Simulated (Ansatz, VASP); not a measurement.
**One calculation of H, two programs**

```
H
1.0
     5.20287    0.00000    0.00000
    -2.60144    4.50582    0.00000
     0.00000    0.00000    0.96955
H
2
Direct
  0.33333 0.66667 0.25000
  0.66667 0.33333 0.75000
```

Alike in both runs: task relaxation of cell and atoms; functional r2SCAN; k mesh 6 × 6 × 22; occupations gaussian, width 0.02 eV; no spin polarisation.

|  | VASP | Ansatz |
| --- | --- | --- |
| version | VASP 6.6.1 | Ansatz 0.2.0 |
| potentials or method | VASP PAW PBE potentials, release 64 (H), cutoff 600 eV | scalar-relativistic, plane waves, PAW |
| valence electrons in the cell | 2 | 2 |

```csv
,VASP,Ansatz,Ansatz less VASP
relaxed volume (Å³/atom),11.44,11.54,+0.100
relaxed cell length with the largest relative difference (Å),5.202,5.226,+0.0245
```

VASP's potentials were made for PBE, not for r2SCAN.
